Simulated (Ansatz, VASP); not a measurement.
# Pd: VASP beside Ansatz

```
CELL_PARAMETERS angstrom
2.69279 0.00000 0.00000
-1.34639 2.33202 0.00000
0.00000 0.00000 9.78084
ATOMIC_POSITIONS crystal
Pd 0.00000 0.00000 0.00000
Pd 0.33333 0.66667 0.25000
Pd 0.00000 0.00000 0.50000
Pd 0.66667 0.33333 0.75000
```

Alike in both runs: task single point; functional PBE; k mesh 24 × 24 × 6; occupations gaussian, width 0.15 eV; no spin polarisation.

```csv
,VASP,Ansatz
version,VASP 6.6.1,Ansatz 0.2.0
potentials or method,"VASP PAW PBE potentials, release 64 (Pd), cutoff 520 eV","scalar-relativistic, plane waves, PAW"
valence electrons in the cell,40,72
```

Ansatz gave:

* gap on the k mesh at the Fermi level (eV): none
* pressure (GPa): 2.1
* traceless stress, the component that is largest in VASP (GPa): -9.97

Problem. Which values does VASP return?

Solution. gap on the k mesh at the Fermi level (eV): none; pressure (GPa): 1.8; traceless stress, the component that is largest in VASP (GPa): -9.95.

A gap of «none» marks a metal or a gap that the smearing closes. VASP's potentials hold 40 valence electrons a cell and Ansatz's 72, so a difference there can come from the potentials and not from the codes.
